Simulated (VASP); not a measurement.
**CdSn2O3: single point with PBE**

CdSn2O3:

```
Cd Sn O
1.0
     5.00985   -3.90347    0.00000
     5.00985    3.90347    0.00000
     0.00000    0.00000    3.20053
Cd Sn O
1 2 3
Direct
  0.00000 0.00000 0.50000
  0.00000 0.50000 0.00000
  0.50000 0.00000 0.00000
  0.14858 0.14858 0.00000
  0.85142 0.85142 0.00000
  0.50000 0.50000 0.50000
```

The cell was generated, and may not be a known phase.

```
Program             : VASP 6.6.1
Task                : single point
Functional          : PBE
Potentials or basis : VASP PAW PBE potentials, release 64 (Cd_sv_GW, Sn_d, O)
Cutoff              : 700 eV
k mesh              : 4 × 4 × 4
Occupations         : gaussian, width 0.1 eV
Spin                : no spin polarisation
```

```yaml
Pressure: 0.0 GPa
Largest_force: 0.008 eV/Å
Band_gap_on_the_k_mesh: zero (bands 33 and 34 overlap by 0.65 eV)
```

Forces in eV/Å, atoms in the order of the input:
```
Cd   0.000  0.000  0.000
Sn   0.000  0.000  0.000
Sn   0.000  0.000  0.000
O    0.008  0.000  0.000
O   -0.008  0.000  0.000
O    0.000  0.000  0.000
```

Stress tensor (GPa, compression positive):
```
 0.12  0.00  0.00
 0.00 -0.15  0.00
 0.00  0.00  0.11
```

Levels at points of the mesh, in eV from the Fermi level:
```
           k point  band 29  band 30  band 31  band 32  band 33  band 34  band 35  band 36  band 37  band 38
(0.00, 0.00, 0.00)    -1.45    -1.36    -1.24    -0.97     0.13     1.61     1.69     3.24     3.32     5.51
(0.50, 0.00, 0.00)    -2.37    -1.45    -1.24    -0.39     0.13     0.54     2.01     2.43     4.07     5.01
(0.50, 0.50, 0.00)    -1.53    -1.50    -0.50    -0.43     0.02     0.13     0.96     1.62     3.75     6.57
(0.00, 0.00, 0.50)    -2.44    -1.39    -0.83    -0.58    -0.54    -0.52     0.43     2.77     2.86     3.97
(0.50, 0.00, 0.50)    -1.37    -1.23    -1.21    -1.13    -0.50    -0.41     0.11     2.87     3.23     4.00
(0.50, 0.50, 0.50)    -2.04    -1.40    -1.15    -0.73    -0.01     0.35     0.40     2.62     3.53     3.77
```

Wall time 2.7 min on 1 thread of AMD EPYC 9R45 96-Core Processor (Zen 5), with other jobs on the host, peak memory 0.37 GiB.

Caveat: the k points lie up to 0.49 Å⁻¹ apart, too coarse for converged energies and pressures of a metal; semilocal functionals underestimate gaps, and a narrow one can read as zero; spin-orbit coupling is left out, which moves the levels of the heavy elements.
